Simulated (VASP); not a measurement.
# CrSiS (P4/nmm) in VASP: single point with PBE

Aim: the single point of CrSiS with PBE.

Program: VASP 6.6.1. These are calculated values, not measurements. Logs are shortened: lines on timing, memory, paths and dates and some standing lists are left out, and cuts for length are marked.

### 1 The cell of the first run

Symmetry: P4/nmm, No. 129, tetragonal system. Conventional cell: a = 3.406 Å, b = 3.406 Å, c = 7.547 Å, α = 90.00°, β = 90.00°, γ = 90.00°. Si (site symmetry -4m2) has 8 Si at 2.41 to 3.41 Å and 4 Cr at 2.70 Å and 4 S at 3.32 Å within 3.5 Å. Within 3.5 Å of Cr (site symmetry 4mm) lie 5 S at 2.53 to 2.60 Å and 4 Si at 2.70 Å and 4 Cr at 3.41 Å. Within 3.5 Å of S (site symmetry 4mm) lie 5 Cr at 2.53 to 2.60 Å and 8 S at 3.03 to 3.41 Å and 4 Si at 3.32 Å.

### 2 Single point, PBE, non-collinear spin, typed start, spin-orbit coupling

Contents of POSCAR:

```
CrSiS
1.0
    3.4056672700      0.0000000000      0.0000000000
    0.0000000000      3.4056672700      0.0000000000
    0.0000000000      0.0000000000      7.5471849500
Si Cr S
2 2 2
Direct
    0.0000000000      0.0000000000      0.0000000000
    0.5000000000      0.5000000000      0.0000000000
    0.0000000000      0.5000000000      0.2770000000
    0.5000000000      0.0000000000      0.7230000000
    0.0000000000      0.5000000000      0.6220000000
    0.5000000000      0.0000000000      0.3780000000
```

Contents of INCAR.step1:

```
SYSTEM = CrSiS
PREC = Accurate
ENCUT = 400
EDIFF = 1E-6
ISMEAR = 1
SIGMA = 0.0179
LREAL = .False.
LASPH = .True.
NELM = 200
ALGO = Normal
ISIF = 2
LWAVE = .False.
LCHARG = .True.
MAGMOM = 0 0 0 0 0 0 0 0 3 0 0 3 0 0 0 0 0 0
LSORBIT = .True.
GGA_COMPAT = .False.
LORBMOM = .True.
LMAXMIX = 4
GGA = PE
NBANDS = 60
NEDOS = 2001
LORBIT = 11
```

Contents of KPOINTS.step1:

```
Automatic mesh
0
Gamma
  5 5 3
  0 0 0.5
```

Contents of INCAR.step2:

```
SYSTEM = CrSiS
PREC = Accurate
ENCUT = 400
EDIFF = 1E-6
ISMEAR = -5
SIGMA = 0.0179
LREAL = .False.
LASPH = .True.
NELM = 200
ALGO = Normal
ISIF = 2
LWAVE = .False.
LCHARG = .False.
MAGMOM = 0 0 0 0 0 0 0 0 3 0 0 3 0 0 0 0 0 0
LORBIT = 10
LSORBIT = .True.
GGA_COMPAT = .False.
LORBMOM = .True.
LMAXMIX = 4
GGA = PE
NBANDS = 60
NEDOS = 1001
ICHARG = 11
```

Contents of KPOINTS.step2:

```
regular mesh
0
Gamma
  8 8 5
  0 0 0
```

Potentials or basis: VASP PAW PBE potentials, release 64 (Si, Cr_pv, S).

Started as:

```sh
$ cat potpaw_PBE.64/Si/POTCAR potpaw_PBE.64/Cr_pv/POTCAR potpaw_PBE.64/S/POTCAR > POTCAR
$ cp INCAR.step1 INCAR
$ cp KPOINTS.step1 KPOINTS
$ mpirun -np 1 vasp_ncl > vasp.out
$ cp INCAR.step2 INCAR
$ cp KPOINTS.step2 KPOINTS
$ mpirun -np 1 vasp_ncl > vasp.out
```

OUTCAR:

```text
SYSTEM = CrSiS
   PREC = Accurate
   ENCUT = 400
   EDIFF = 1E-6
   ISMEAR = -5
   LREAL = .False.
   LASPH = .True.
   NELM = 200
   ISIF = 2
   LORBIT = 10
   LSORBIT = .True.
   GGA = PE
   ICHARG = 11

 ion  position               nearest neighbor table
   1  0.000  0.000  0.000-   2 2.41   2 2.41   2 2.41   2 2.41   3 2.70   4 2.70   4 2.70   3 2.70

   2  0.500  0.500  0.000-   1 2.41   1 2.41   1 2.41   1 2.41   4 2.70   4 2.70   3 2.70   3 2.70

   3  0.000  0.500  0.277-   6 2.53   6 2.53   6 2.53   6 2.53   5 2.60   1 2.70   2 2.70   2 2.70
                             1 2.70
   4  0.500  0.000  0.723-   5 2.53   5 2.53   5 2.53   5 2.53   6 2.60   1 2.70   1 2.70   2 2.70
                             2 2.70
   5  0.000  0.500  0.622-   4 2.53   4 2.53   4 2.53   4 2.53   3 2.60
   6  0.500  0.000  0.378-   3 2.53   3 2.53   3 2.53   3 2.53   4 2.60

  LATTYP: Found a simple tetragonal cell.
 ALAT       =     3.4056672700
 C/A-ratio  =     2.2160664421

  Lattice vectors:

 A1 = (   3.4056672700,   0.0000000000,   0.0000000000)
 A2 = (   0.0000000000,   3.4056672700,   0.0000000000)
 A3 = (   0.0000000000,   0.0000000000,   7.5471849500)

Analysis of symmetry for initial positions (statically):
=====================================================================
 Subroutine PRICEL returns:
 Original cell was already a primitive cell.

 Routine SETGRP: Setting up the symmetry group for a
 simple tetragonal supercell.

 Subroutine GETGRP returns: Found 16 space group operations
 (whereof  8 operations were pure point group operations)
 out of a pool of 16 trial point group operations.

The static configuration has the point symmetry D_2d.
 The point group associated with its full space group is D_4h.

Analysis of symmetry for dynamics (positions and initial velocities):
=====================================================================
 Subroutine PRICEL returns:
 Original cell was already a primitive cell.

 Routine SETGRP: Setting up the symmetry group for a
 simple tetragonal supercell.

 Subroutine GETGRP returns: Found 16 space group operations
 (whereof  8 operations were pure point group operations)
 out of a pool of 16 trial point group operations.

The dynamic configuration has the point symmetry D_2d.
 The point group associated with its full space group is D_4h.

Analysis of structural, dynamic, and magnetic symmetry:
=====================================================================
 Subroutine PRICEL returns:
 Original cell was already a primitive cell.

 Routine SETGRP: Setting up the symmetry group for a
 simple tetragonal supercell.

 Subroutine GETGRP returns: Found  8 space group operations
 (whereof  4 operations were pure point group operations)
 out of a pool of 16 trial point group operations.

The overall configuration has the point symmetry S_4 .
 The point group associated with its full space group is C_4h.

 Subroutine INISYM returns: Found  8 space group operations
 (whereof  4 operations are pure point group operations),
 and found     1 'primitive' translations

----------------------------------------------------------------------------------------

                                     Primitive cell

  volume of cell :      87.5365

  direct lattice vectors                    reciprocal lattice vectors
     3.405667270  0.000000000  0.000000000     0.293628215  0.000000000  0.000000000
     0.000000000  3.405667270  0.000000000     0.000000000  0.293628215  0.000000000
     0.000000000  0.000000000  7.547184950     0.000000000  0.000000000  0.132499734

  length of vectors
     3.405667270  3.405667270  7.547184950     0.293628215  0.293628215  0.132499734

  position of ions in fractional coordinates (direct lattice)
     0.000000000  0.000000000  0.000000000
     0.500000000  0.500000000  0.000000000
     0.000000000  0.500000000  0.277000000
     0.500000000  0.000000000  0.723000000
     0.000000000  0.500000000  0.622000000
     0.500000000  0.000000000  0.378000000

  ion indices of the primitive-cell ions
   primitive index   ion index
                 1           1
                 2           2
                 3           3
                 4           4
                 5           5
                 6           6

----------------------------------------------------------------------------------------

 KPOINTS: regular mesh

Automatic generation of k-mesh.
 Grid dimensions read from file:
 generate k-points for:    8    8    5

 Generating k-lattice:
[... 95 lines left out ...]
 Fermi weights with tetrahedron method with Bloechl corrections
  energy-cutoff  :      400.00
  volume of cell :       87.54
 maximum number of plane-waves:      3250
 NGX is ok and might be reduce to    24

 number of electron      44.0000022 magnetization       0.0000000      0.0000000      4.6122504

 Free energy of the ion-electron system (eV)
  ---------------------------------------------------
  ext. energy  EPLUGINS =         0.00000000
  ---------------------------------------------------
  free energy    TOTEN  =       -38.97965797 eV

  energy without entropy =      -38.97965797  energy(sigma->0) =      -38.97965797

 E-fermi :   9.1048     XC(G=0): -11.5418

 val. band max:        9.1387082876   @ k =   0.5000   0.0000   0.4000
 cond. band min:       9.0211613369   @ k =   0.5000   0.2500   0.4000
 fundamental gap:     -0.1175469507
 Fermi energy:         9.1048301771

 k-point     1 :       0.0000    0.0000    0.0000
  band No.  band energies     occupation
      1     -35.5565      1.00000
      2     -35.5559      1.00000
      3     -35.2253      1.00000
      4     -35.2216      1.00000
      5     -34.7989      1.00000
      6     -34.7984      1.00000
[... 1405 lines left out ...]
     55      11.2368      0.00000
     56      11.9271      0.00000

 [... further k-points ...]

 [bands above 56 left out]

------------------------ aborting loop because EDIFF is reached ----------------------------------------

  FORCE on cell =-STRESS in cart. coord.  units (eV):
  Direction    XX          YY          ZZ          XY          YZ          ZX
  --------------------------------------------------------------------------------------
  -------------------------------------------------------------------------------------
  Total       -1.8176176     -1.8176176     -5.3283615      0.0000004      0.0000000     -0.0000000
  in kB      -33.2677695    -33.2677695    -97.5247484      0.0000074      0.0000000     -0.0000000
  external PRESSURE =     -54.6867625 kB  Pullay stress =       0.0000000 kB

 VOLUME and BASIS-vectors are now :
 -----------------------------------------------------------------------------
  energy-cutoff  :      400.00
  volume of cell :       87.54
      direct lattice vectors                 reciprocal lattice vectors
     3.405667270  0.000000000  0.000000000     0.293628215  0.000000000  0.000000000
     0.000000000  3.405667270  0.000000000     0.000000000  0.293628215  0.000000000
     0.000000000  0.000000000  7.547184950     0.000000000  0.000000000  0.132499734

 POSITION                                       TOTAL-FORCE (eV/Angst)
 -----------------------------------------------------------------------------------
      0.00000      0.00000      0.00000         0.000000      0.000000      0.000000
      1.70283      1.70283      0.00000        -0.000000      0.000000      0.000000
      0.00000      1.70283      2.09057        -0.000000      0.000000     -0.650521
      1.70283      0.00000      5.45661         0.000000      0.000000      0.650521
      0.00000      1.70283      4.69435        -0.000000      0.000000     -0.078121
      1.70283      0.00000      2.85284         0.000000      0.000000      0.078121
 -----------------------------------------------------------------------------------
    total drift:                                0.000000      0.000000     -0.000000

  FREE ENERGIE OF THE ION-ELECTRON SYSTEM (eV)
  ---------------------------------------------------
  free  energy   TOTEN  =       -38.9796579748 eV

  energy  without entropy=      -38.9796579748  energy(sigma->0) =      -38.97965797

 orbital moment (x)

 # of ion     p       d       tot
 ----------------------------------------
  1         0.000   0.000   0.000
  2         0.000   0.000   0.000
  3         0.000  -0.000  -0.000
  4         0.000  -0.000  -0.000
  5        -0.000   0.000  -0.000
  6         0.000   0.000   0.000
 ----------------------------------------
            0.000  -0.000  -0.000

 orbital moment (y)

 # of ion     p       d       tot
 ----------------------------------------
  1         0.000   0.000   0.000
  2        -0.000   0.000  -0.000
  3        -0.000  -0.000  -0.000
  4        -0.000  -0.000  -0.000
  5         0.000   0.000   0.000
  6         0.000   0.000   0.000
 ----------------------------------------
            0.000  -0.000  -0.000

 orbital moment (z)

 # of ion     p       d       tot
 ----------------------------------------
  1         0.000   0.000   0.000
  2         0.000   0.000   0.000
  3        -0.000  -0.027  -0.027
  4        -0.000  -0.027  -0.027
  5         0.001   0.000   0.001
  6         0.001   0.000   0.001
 ----------------------------------------
            0.003  -0.054  -0.052

 Spin-Orbit-Coupling matrix elements

 Ion:    1  E_soc:     -0.0003603
 l=   1
     0.0000000    -0.0000643    -0.0000516
    -0.0000643     0.0000000    -0.0000643
    -0.0000516    -0.0000643     0.0000000
 l=   2
     0.0000000     0.0000000     0.0000000     0.0000000     0.0000000
     0.0000000     0.0000000     0.0000000     0.0000000     0.0000000
     0.0000000     0.0000000     0.0000000     0.0000000     0.0000000
     0.0000000     0.0000000     0.0000000     0.0000000     0.0000000
     0.0000000     0.0000000     0.0000000     0.0000000     0.0000000
 l=   3
     0.0000000     0.0000000     0.0000000     0.0000000     0.0000000     0.0000000     0.0000000
     0.0000000     0.0000000     0.0000000     0.0000000     0.0000000     0.0000000     0.0000000
     0.0000000     0.0000000     0.0000000     0.0000000     0.0000000     0.0000000     0.0000000
     0.0000000     0.0000000     0.0000000     0.0000000     0.0000000     0.0000000     0.0000000
[... 89 lines left out ...]
 l=   2
     0.0000000     0.0000000     0.0000000     0.0000000     0.0000000
     0.0000000     0.0000000     0.0000000     0.0000000     0.0000000
     0.0000000     0.0000000     0.0000000     0.0000000     0.0000000
     0.0000000     0.0000000     0.0000000     0.0000000     0.0000000
     0.0000000     0.0000000     0.0000000     0.0000000     0.0000000
 l=   3
     0.0000000     0.0000000     0.0000000     0.0000000     0.0000000     0.0000000     0.0000000
     0.0000000     0.0000000     0.0000000     0.0000000     0.0000000     0.0000000     0.0000000
     0.0000000     0.0000000     0.0000000     0.0000000     0.0000000     0.0000000     0.0000000
     0.0000000     0.0000000     0.0000000     0.0000000     0.0000000     0.0000000     0.0000000
     0.0000000     0.0000000     0.0000000     0.0000000     0.0000000     0.0000000     0.0000000
     0.0000000     0.0000000     0.0000000     0.0000000     0.0000000     0.0000000     0.0000000
     0.0000000     0.0000000     0.0000000     0.0000000     0.0000000     0.0000000     0.0000000

 total charge

# of ion       s       p       d       tot
------------------------------------------
    1        0.759   0.905   0.000   1.664
    2        0.759   0.905   0.000   1.664
    3        0.237   6.222   4.149  10.609
    4        0.237   6.222   4.149  10.609
    5        1.362   2.297   0.000   3.660
    6        1.362   2.297   0.000   3.660
--------------------------------------------------
tot          4.716  18.850   8.299  31.865

 magnetization (x)

# of ion       s       p       d       tot
------------------------------------------
    1        0.000   0.000   0.000   0.000
    2        0.000  -0.000   0.000  -0.000
    3        0.000   0.000   0.000   0.000
    4        0.000   0.000   0.000   0.000
    5        0.000   0.000   0.000   0.000
    6        0.000   0.000   0.000   0.000
--------------------------------------------------
tot          0.000   0.000   0.000   0.000

 magnetization (y)

# of ion       s       p       d       tot
------------------------------------------
    1       -0.000   0.000   0.000  -0.000
    2       -0.000   0.000   0.000  -0.000
    3        0.000   0.000   0.000   0.000
    4        0.000  -0.000   0.000   0.000
    5        0.000   0.000   0.000   0.000
    6        0.000   0.000   0.000   0.000
--------------------------------------------------
tot         -0.000   0.000   0.000  -0.000

 magnetization (z)

# of ion       s       p       d       tot
------------------------------------------
    1       -0.019  -0.076   0.000  -0.095
    2       -0.019  -0.076   0.000  -0.095
    3        0.025   0.019   2.448   2.492
    4        0.025   0.019   2.448   2.492
    5        0.011  -0.164   0.000  -0.153
    6        0.011  -0.164   0.000  -0.153
--------------------------------------------------
tot          0.035  -0.442   4.896   4.489
```

Wall time 17 min (1 thread of AMD EPYC 7R13, shared host); peak memory 0.46 GiB.

Results:

```yaml
Net_moment: 4.61 μB per cell
Valence_electrons_inside_the_program's_atomic_spheres: Si 1.66; Cr 10.61; S 3.66
```

Moments on the atoms (μB; x, y, z):
```
Si   0.00  0.00 -0.10
Si   0.00  0.00 -0.10
Cr   0.00  0.00  2.49
Cr   0.00  0.00  2.49
S    0.00  0.00 -0.15
S    0.00  0.00 -0.15
```

Caveat: the k points lie up to 0.37 Å⁻¹ apart.
